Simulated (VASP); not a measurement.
# SnS2 (Berndtite-2T) (P-3m1) in VASP: further runs

SnS2 (Berndtite-2T) is run at these levels: LDA, revPBE+D3(BJ), PBE+D3(BJ); tasks: single point.

All numbers are computed with VASP 6.6.1; they aren't measurements. Logs are shortened: lines on timing, memory, paths and dates and some standing lists are left out, and cuts for length are marked.

## 1. The cell of the first run

The structure is trigonal, space group P-3m1 (No. 164). The conventional cell has a = 3.634 Å, b = 3.634 Å, c = 5.702 Å, α = 90.00°, β = 90.00°, γ = 120.00°. Sn (site symmetry -3m) has 6 S at 2.56 Å within 3.4 Å. S (site symmetry 3m) has 3 Sn at 2.56 Å within 3.4 Å.

## 2. Single point, LDA

INCAR reads:

```
SYSTEM = SnS2
PREC     = Accurate       ! precision mode
ENCUT    = 500            ! plane-wave cutoff, eV
EDIFF    = 1E-6           ! SCF threshold, eV
ISMEAR   = -1             ! smearing method
SIGMA    = 0.1            ! smearing width, eV
LREAL    = .FALSE.        ! projectors in reciprocal space
LASPH    = .TRUE.         ! aspherical terms in the spheres
NELM     = 120            ! most SCF steps
ALGO     = Normal         ! electronic algorithm
ISIF     = 2              ! what is computed and relaxed
LWAVE    = .FALSE.        ! write WAVECAR
LCHARG   = .TRUE.         ! write CHGCAR
LELF     = .TRUE.         ! ELF
LVHAR    = .TRUE.       
NBANDS   = 20             ! bands
GGA_COMPAT= .FALSE.
```

KPOINTS reads:

```
Automatic mesh
0
G
  6 6 4
  0 0 0
```

POSCAR reads:

```
SnS2
1.0
    3.6338880528      0.0000000000      0.0000000000
   -1.8169440264      3.1470393682      0.0000000000
    0.0000000000      0.0000000000      5.7018923031
Sn S
1 2
Direct
    0.0000000000      0.0000000000      0.0000000000
    0.3333333333      0.6666666667      0.2570788254
    0.6666666667      0.3333333333      0.7429211746
```

Potentials or basis: VASP PAW LDA potentials, release 64 (Sn_d, S).

On the command line:

```console
$ cat potpaw_LDA.64/Sn_d/POTCAR potpaw_LDA.64/S/POTCAR > POTCAR
$ mpirun -np 1 vasp_std > vasp.out
```

OUTCAR:

```text
SYSTEM = SnS2
   PREC = Accurate
   ENCUT = 500
   EDIFF = 1E-6
   ISMEAR = -1
   LREAL = .FALSE.
   LASPH = .TRUE.
   NELM = 120
   ISIF = 2

 ion  position               nearest neighbor table
   1  0.000  0.000  0.000-   2 2.56   3 2.56   2 2.56   3 2.56   3 2.56   2 2.56
   2  0.333  0.667  0.257-   1 2.56   1 2.56   1 2.56
   3  0.667  0.333  0.743-   1 2.56   1 2.56   1 2.56

  LATTYP: Found a hexagonal cell.
 ALAT       =     3.6338880528
 C/A-ratio  =     1.5690885961

  Lattice vectors:

 A1 = (   3.6338880528,   0.0000000000,   0.0000000000)
 A2 = (  -1.8169440264,   3.1470393682,   0.0000000000)
 A3 = (   0.0000000000,   0.0000000000,   5.7018923031)

Analysis of symmetry for initial positions (statically):
=====================================================================
 Subroutine PRICEL returns:
 Original cell was already a primitive cell.

 Routine SETGRP: Setting up the symmetry group for a
 hexagonal supercell.

 Subroutine GETGRP returns: Found 12 space group operations
 (whereof 12 operations were pure point group operations)
 out of a pool of 24 trial point group operations.

The static configuration has the point symmetry D_3d.

Analysis of symmetry for dynamics (positions and initial velocities):
=====================================================================
 Subroutine PRICEL returns:
 Original cell was already a primitive cell.

 Routine SETGRP: Setting up the symmetry group for a
 hexagonal supercell.

 Subroutine GETGRP returns: Found 12 space group operations
 (whereof 12 operations were pure point group operations)
 out of a pool of 24 trial point group operations.

The dynamic configuration has the point symmetry D_3d.

 Subroutine INISYM returns: Found 12 space group operations
 (whereof 12 operations are pure point group operations),
 and found     1 'primitive' translations

----------------------------------------------------------------------------------------

                                     Primitive cell

  volume of cell :      65.2068

  direct lattice vectors                    reciprocal lattice vectors
     3.633888053  0.000000000  0.000000000     0.275187344  0.158879487  0.000000000
    -1.816944026  3.147039368  0.000000000     0.000000000  0.317758974  0.000000000
     0.000000000  0.000000000  5.701892303     0.000000000  0.000000000  0.175380373

  length of vectors
     3.633888053  3.633888053  5.701892303     0.317758974  0.317758974  0.175380373

  position of ions in fractional coordinates (direct lattice)
     0.000000000  0.000000000  0.000000000
     0.333333333  0.666666667  0.257078825
     0.666666667  0.333333333  0.742921175

  ion indices of the primitive-cell ions
   primitive index   ion index
                 1           1
                 2           2
                 3           3

----------------------------------------------------------------------------------------

 KPOINTS: Automatic mesh

Automatic generation of k-mesh.
 Grid dimensions read from file:
 generate k-points for:    6    6    4

 Generating k-lattice:

  Cartesian coordinates                     Fractional coordinates (reciprocal lattice)
     0.045864557  0.026479914  0.000000000     0.166666667 -0.000000000  0.000000000
     0.000000000  0.052959829  0.000000000     0.000000000  0.166666667  0.000000000
     0.000000000  0.000000000  0.043845093     0.000000000  0.000000000  0.250000000

  Length of vectors
     0.052959829  0.052959829  0.043845093

  Shift w.r.t. Gamma in fractional coordinates (k-lattice)
     0.000000000  0.000000000  0.000000000

 Subroutine IBZKPT returns following result:
 ===========================================

 Found     24 irreducible k-points:

 Following reciprocal coordinates:
            Coordinates               Weight
  0.000000  0.000000  0.000000      1.000000
  0.166667  0.000000  0.000000      6.000000
  0.333333  0.000000  0.000000      6.000000
  0.500000  0.000000  0.000000      3.000000
  0.166667  0.166667  0.000000      6.000000
  0.333333  0.166667  0.000000     12.000000
[... 16 lines left out ...]
  0.333333  0.166667  0.500000     12.000000
  0.333333  0.333333  0.500000      2.000000
   k-points           NKPTS =     24   k-points in BZ     NKDIM =     24   number of bands    NBANDS=     20
   number of dos      NEDOS =    301   number of ions     NIONS =      3
   total plane-waves  NPLWV =  32928
   dimension x,y,z NGX =    28 NGY =   28 NGZ =   42
   dimension x,y,z NGXF=    56 NGYF=   56 NGZF=   84
   ions per type =               1   2
   NGX,Y,Z   is equivalent  to a cutoff of  12.81, 12.81, 12.25 a.u.
   NGXF,Y,Z  is equivalent  to a cutoff of  25.62, 25.62, 24.49 a.u.
 SYSTEM =  SnS2
   PREC   = accura    normal or accurate (medium, high low for compatibility)
   ISTART =      0    job   : 0-new  1-cont  2-samecut
   ICHARG =      2    charge: 1-file 2-atom 10-const
   ISPIN  =      1    spin polarized calculation?
   LNONCOLLINEAR =      F non collinear calculations
   LSORBIT =      F    spin-orbit coupling
   LASPH  =      T    aspherical Exc in radial PAW
   ENCUT  =  500.0 eV  36.75 Ry    6.06 a.u.   6.63  6.63 10.40*2*pi/ulx,y,z
   NELM   =    120;   NELMIN=  2; NELMDL= -5     # of ELM steps
   EDIFF  = 0.1E-05   stopping-criterion for ELM
   LREAL  =      F    real-space projection
   EDIFFG = 0.1E-04   stopping-criterion for IOM
   NSW    =      0    number of steps for IOM
   IBRION =     -1    ionic relax: 0-MD 1-quasi-New 2-CG
   NFREE  =      0    steps in history (QN), initial steepest desc. (CG)
   ISIF   =      2    stress and relaxation
   ISYM   =      2    0-nonsym 1-usesym 2-fastsym
   POTIM  = 0.5000    time-step for ionic-motion
   TEBEG  =    0.0;   TEEND  =   0.0 temperature during run
   PSTRESS=    0.0 pullay stress
   NELECT =      26.0000    total number of electrons
   NUPDOWN=      -1.0000    fix difference up-down
   EMIN   =  10.00;   EMAX   =-10.00  energy-range for DOS
   EFERMI =   0.00;   METHOD = LEGACY
   ISMEAR =    -1;   SIGMA  =   0.10  broadening in eV -4-tet -1-fermi 0-gaus
   EFERMI_NEDOS =   21; number of points for ismear=-14 and -15
   IALGO  =     38    algorithm
   IMIX   =      4    mixing-type and parameters
     AMIX     =   0.40;   BMIX     =  1.00
     AMIX_MAG =   1.60;   BMIX_MAG =  1.00
  volume/ion in A,a.u.               =      21.74       146.68
  Fermi-wavevector in a.u.,A,eV,Ry     =   1.204948  2.277022 19.754300  1.451900
  Thomas-Fermi vector in A             =   2.340659
   LORBIT       =      0    0 simple, 1 ext, 2 COOP (PROOUT), +10 PAW based schemes
   GGA     = CA    functional components
   LHFCALC =     F    Hartree Fock is set to
   AEXX    =    0.0000 exact exchange contribution
   IVDW    =     0    specifies the selected vdW correction
   LEPSILON=     F    determine dielectric tensor
   LRPA    =     F    only Hartree local field effects (RPA)
 non-spin polarized calculation
  energy-cutoff  :      500.00
  volume of cell :       65.21
 maximum number of plane-waves:      1701
 NGX is ok and might be reduce to    28
   NGX = 13   NGY = 13   NGZ = 21

 number of electron      26.0000013 magnetization

 Free energy of the ion-electron system (eV)
  ---------------------------------------------------
  ext. energy  EPLUGINS =         0.00000000
  ---------------------------------------------------
  free energy    TOTEN  =       -15.06562269 eV

  energy without entropy =      -15.06516404  energy(sigma->0) =      -15.06539336

 E-fermi :   5.7663     XC(G=0): -10.2044

 val. band max:        5.1954161455   @ k =   0.0000   0.0000   0.0000
 cond. band min:       6.3625187643   @ k =   0.5000   0.0000   0.2500
 fundamental gap:      1.1671026188
 Fermi energy:         5.7663039367

 k-point     1 :       0.0000    0.0000    0.0000
  band No.  band energies     occupation
      1     -15.8756      2.00000
      2     -15.8756      2.00000
      3     -15.8260      2.00000
      4     -15.7968      2.00000
      5     -15.7968      2.00000
      6      -8.9324      2.00000
[... 12 lines left out ...]
     19      14.5858      0.00000
     20      14.5858      0.00000

 k-point     2 :       0.1667    0.0000    0.0000
  band No.  band energies     occupation
      1     -15.8945      2.00000
      2     -15.8600      2.00000
      3     -15.8150      2.00000
      4     -15.8049      2.00000
      5     -15.7942      2.00000
      6      -8.6132      2.00000
[... 12 lines left out ...]
     19      13.7353      0.00000
     20      14.7464      0.00000

 k-point     3 :       0.3333    0.0000    0.0000
  band No.  band energies     occupation
      1     -15.9383      2.00000
      2     -15.8425      2.00000
      3     -15.8298      2.00000
      4     -15.7785      2.00000
      5     -15.7751      2.00000
      6      -7.7339      2.00000
[... 12 lines left out ...]
     19      14.2083      0.00000
     20      15.6440      0.00000

 k-point     4 :       0.5000    0.0000    0.0000
  band No.  band energies     occupation
      1     -15.9611      2.00000
      2     -15.8403      2.00000
      3     -15.8383      2.00000
      4     -15.7631      2.00000
      5     -15.7587      2.00000
      6      -6.9076      2.00000
[... 12 lines left out ...]
     19      15.4291      0.00000
     20      16.2536      0.00000

 k-point     5 :       0.1667    0.1667    0.0000
  band No.  band energies     occupation
      1     -15.9159      2.00000
      2     -15.8559      2.00000
      3     -15.8164      2.00000
      4     -15.8022      2.00000
      5     -15.7753      2.00000
      6      -8.0070      2.00000
[... 12 lines left out ...]
     19      12.3556      0.00000
     20      15.8974      0.00000
[... 353 lines left out ...]
      6      -6.7609      2.00000
[... 12 lines left out ...]
     19      15.5273      0.00000
     20      16.7991      0.00000

 k-point    22 :       0.1667    0.1667    0.5000
  band No.  band energies     occupation
      1     -15.9162      2.00000
      2     -15.8560      2.00000
      3     -15.8166      2.00000
      4     -15.8020      2.00000
      5     -15.7751      2.00000
      6      -7.7812      2.00000
[... 12 lines left out ...]
     19      13.5578      0.00000
     20      14.6756      0.00000

 k-point    23 :       0.3333    0.1667    0.5000
  band No.  band energies     occupation
      1     -15.9379      2.00000
      2     -15.8591      2.00000
      3     -15.8240      2.00000
      4     -15.7808      2.00000
      5     -15.7615      2.00000
      6      -6.8545      2.00000
[... 12 lines left out ...]
     19      13.9993      0.00000
     20      15.2620      0.00000

 k-point    24 :       0.3333    0.3333    0.5000
  band No.  band energies     occupation
      1     -15.9011      2.00000
      2     -15.9011      2.00000
      3     -15.7959      2.00000
      4     -15.7959      2.00000
      5     -15.7694      2.00000
      6      -6.2691      2.00000
[... 12 lines left out ...]
     19      14.6030      0.00000
     20      14.6095      0.00000

------------------------ aborting loop because EDIFF is reached ----------------------------------------

  FORCE on cell =-STRESS in cart. coord.  units (eV):
  Direction    XX          YY          ZZ          XY          YZ          ZX
  --------------------------------------------------------------------------------------
  -------------------------------------------------------------------------------------
  Total       -0.0106289     -0.0106289     -0.0249303     -0.0000000      0.0000000     -0.0000000
  in kB       -0.2611606     -0.2611606     -0.6125561     -0.0000000      0.0000000     -0.0000000
  external PRESSURE =      -0.3782924 kB  Pullay stress =       0.0000000 kB

 VOLUME and BASIS-vectors are now :
 -----------------------------------------------------------------------------
  energy-cutoff  :      500.00
  volume of cell :       65.21
      direct lattice vectors                 reciprocal lattice vectors
     3.633888053  0.000000000  0.000000000     0.275187344  0.158879487  0.000000000
    -1.816944026  3.147039368  0.000000000     0.000000000  0.317758974  0.000000000
     0.000000000  0.000000000  5.701892303     0.000000000  0.000000000  0.175380373

 POSITION                                       TOTAL-FORCE (eV/Angst)
 -----------------------------------------------------------------------------------
      0.00000      0.00000      0.00000         0.000000      0.000000      0.000000
     -0.00000      2.09803      1.46584        -0.000000      0.000000     -0.001269
      1.81694      1.04901      4.23606         0.000000     -0.000000      0.001269
 -----------------------------------------------------------------------------------
    total drift:                               -0.000000     -0.000000      0.000000

  FREE ENERGIE OF THE ION-ELECTRON SYSTEM (eV)
  ---------------------------------------------------
  free  energy   TOTEN  =       -15.0656226905 eV

  energy  without entropy=      -15.0651640387  energy(sigma->0) =      -15.06539336
```

It took 12 s on 1 thread of Intel Xeon 6975P-C (Granite Rapids), shared host; peak memory 0.16 GiB.

What came out:

| Property | Result |
| --- | --- |
| Free energy | -15.0656 eV |
| Pressure | 0.0 GPa |
| Band gap on the k mesh | 1.17 eV, indirect (least direct gap 1.62 eV) |

Levels at points of the mesh, in eV from the valence-band top:
```csv
k point,band 11,band 12,band 13,band 14,band 15,band 16
"(0.00, 0.00, 0.00)",-0.58,-0.58,0.00,1.62,3.27,5.17
"(0.50, 0.00, 0.00)",-2.84,-1.41,-0.42,1.52,4.11,5.49
"(0.00, 0.00, 0.50)",-0.96,-0.38,-0.38,2.96,3.38,4.81
"(0.50, 0.00, 0.50)",-1.95,-0.99,-0.92,1.27,4.32,5.16
```

Caveat: spin-orbit coupling is left out, which moves the levels of the heavy elements.

## 3. Single point, revPBE+D3(BJ)

This run uses another cell than the first one, of 21.69 Å³/atom, 0.998 times its volume.

INCAR reads:

```
SYSTEM = SnS2
ALGO     = Normal         ! electronic algorithm
EDIFF    = 1E-6           ! SCF threshold, eV
ENCUT    = 500            ! plane-wave cutoff, eV
GGA      = RE             ! functional
GGA_COMPAT= .FALSE.      
ISIF     = 2              ! what is computed and relaxed
ISMEAR   = -1             ! smearing method
IVDW     = 12             ! dispersion correction
LASPH    = .TRUE.         ! aspherical terms in the spheres
LCHARG   = .TRUE.         ! write CHGCAR
LELF     = .TRUE.         ! ELF
LREAL    = .FALSE.        ! projectors in reciprocal space
LVHAR    = .TRUE.       
LWAVE    = .FALSE.        ! write WAVECAR
NBANDS   = 20             ! bands
NELM     = 120            ! most SCF steps
PREC     = Accurate       ! precision mode
SIGMA    = 0.1            ! smearing width, eV
```

KPOINTS reads:

```
k-points
0
G
  6 6 4
  0 0 0
```

POSCAR reads:

```
SnS2
1.0
    3.6566324959      0.0000000000      0.0000000000
   -1.8283162480      3.1667366338      0.0000000000
    0.0000000000      0.0000000000      5.6181526501
Sn S
1 2
Direct
    0.0000000000      0.0000000000      0.0000000000
    0.3333333333      0.6666666667      0.2628606622
    0.6666666667      0.3333333333      0.7371393378
```

Potentials or basis: VASP PAW PBE potentials, release 64 (Sn_d, S).

On the command line:

```console
$ cat potpaw_PBE.64/Sn_d/POTCAR potpaw_PBE.64/S/POTCAR > POTCAR
$ mpirun -np 1 vasp_std > vasp.out
```

It took 12 s on 1 thread of Intel Xeon 6975P-C (Granite Rapids), shared host; peak memory 0.19 GiB.

Results (log left out):

```
Free energy                : -14.1752 eV
Pressure                   : -0.1 GPa
Largest force              : 0.008 eV/Å
Band gap on the k mesh     : 1.26 eV, indirect (least direct gap 1.69 eV)
Dispersion energy per atom : -0.666 eV
```

Forces in eV/Å, atoms in the order of the input:
```
Sn   0.000  0.000  0.000
S    0.000  0.000 -0.008
S    0.000  0.000  0.008
```

Levels at points of the mesh, in eV from the valence-band top:
| k point | band 9 | band 10 | band 11 | band 12 | band 13 | band 14 | band 15 | band 16 | band 17 | band 18 |
| --- | --- | --- | --- | --- | --- | --- | --- | --- | --- | --- |
| (0.00, 0.00, 0.00) | -0.89 | -0.89 | -0.72 | -0.72 | 0.00 | 1.69 | 3.42 | 5.25 | 5.25 | 8.98 |
| (0.50, 0.00, 0.00) | -4.47 | -3.19 | -2.86 | -1.50 | -0.48 | 1.63 | 4.26 | 5.57 | 5.67 | 7.61 |
| (0.00, 0.00, 0.50) | -2.34 | -1.05 | -1.05 | -0.48 | -0.48 | 3.03 | 3.53 | 4.84 | 4.84 | 8.22 |
| (0.50, 0.00, 0.50) | -5.18 | -2.58 | -1.93 | -1.06 | -1.05 | 1.36 | 4.49 | 5.29 | 6.33 | 6.81 |

Caveat: the PAW data sets were made with another functional, which shifts forces and pressure a little; spin-orbit coupling is left out, which moves the levels of the heavy elements.

## 4. Single point, PBE+D3(BJ)

This run uses another cell than the first one, of 22.57 Å³/atom, 1.038 times its volume.

INCAR reads:

```
  ALGO = Normal
  EDIFF = 1E-6
  ENCUT = 500
  GGA = PE
  GGA_COMPAT = False
  ISIF = 2
  ISMEAR = -1
  IVDW = 12
  LASPH = True
  LCHARG = False
  LREAL = False
  LWAVE = False
  NBANDS = 20
  NELM = 120
  PREC = Accurate
  SIGMA = 0.1
```

KPOINTS reads:

```
k-points
0
Gamma
  6 6 4
```

POSCAR reads:

```
SnS2
1.0
    3.6702547176      0.0000000000      0.0000000000
   -1.8351273588      3.1785338238      0.0000000000
    0.0000000000      0.0000000000      5.8037586028
Sn S
1 2
Direct
    0.0000000000      0.0000000000      0.0000000000
    0.3333333333      0.6666666667      0.2545120041
    0.6666666667      0.3333333333      0.7454879959
```

On the command line:

```console
$ cat potpaw_PBE.64/Sn_d/POTCAR potpaw_PBE.64/S/POTCAR > POTCAR
$ mpirun -np 1 vasp_std > vasp.out
```

Wall time 12 s (1 thread of Intel Xeon 6975P-C (Granite Rapids), shared host); peak memory 0.18 GiB.

The run converged. Its results:

```
Free energy                : -14.1329 eV
Pressure                   : -0.1 GPa
Largest force              : 0.004 eV/Å
Band gap on the k mesh     : 1.33 eV, indirect (least direct gap 1.73 eV)
Dispersion energy per atom : -0.328 eV
```

Forces on the atoms (eV/Å):
```
Sn   0.000  0.000  0.000
S    0.000  0.000 -0.004
S    0.000  0.000  0.004
```

Levels at points of the mesh, in eV from the valence-band top:
```tsv
k point	band 9	band 10	band 11	band 12	band 13	band 14	band 15	band 16	band 17	band 18
(0.00, 0.00, 0.00)	-0.73	-0.73	-0.50	-0.50	0.00	1.73	3.52	5.31	5.31	8.98
(0.50, 0.00, 0.00)	-4.34	-2.86	-2.62	-1.18	-0.36	1.63	4.35	5.81	5.92	7.53
(0.00, 0.00, 0.50)	-2.03	-0.84	-0.84	-0.33	-0.33	2.96	3.59	5.01	5.01	8.55
(0.50, 0.00, 0.50)	-4.87	-2.43	-1.84	-0.83	-0.78	1.38	4.59	5.44	6.38	6.81
```

Caveat: spin-orbit coupling is left out, which moves the levels of the heavy elements. A k mesh can miss the band edges.

## 5. Overview

```csv
level,potentials or basis,cell,gap on the mesh (eV),pressure (GPa)
LDA,"VASP PAW LDA potentials, release 64 (Sn_d, S)","a = 3.634, b = 3.634, c = 5.702 Å, angles 90.0, 90.0, 120.0°, 3 atoms",1.17,0.0
revPBE+D3(BJ),"VASP PAW PBE potentials, release 64 (Sn_d, S)","a = 3.657, b = 3.657, c = 5.618 Å, angles 90.0, 90.0, 120.0°, 3 atoms",1.26,-0.1
PBE+D3(BJ),"VASP PAW PBE potentials, release 64 (Sn_d, S)","a = 3.670, b = 3.670, c = 5.804 Å, angles 90.0, 90.0, 120.0°, 3 atoms",1.33,-0.1
```

Alike in all rows: task single point; no spin polarisation; k mesh 6 × 6 × 4; cutoff (eV) 500; smearing fermi-dirac 0.1 eV.

Caveats: spin-orbit coupling is left out, which moves the levels of the heavy elements; the PAW data sets were made with another functional, which shifts forces and pressure a little (some runs).

Total energies depend on the potentials used, so only differences within one code and one set of settings carry meaning.
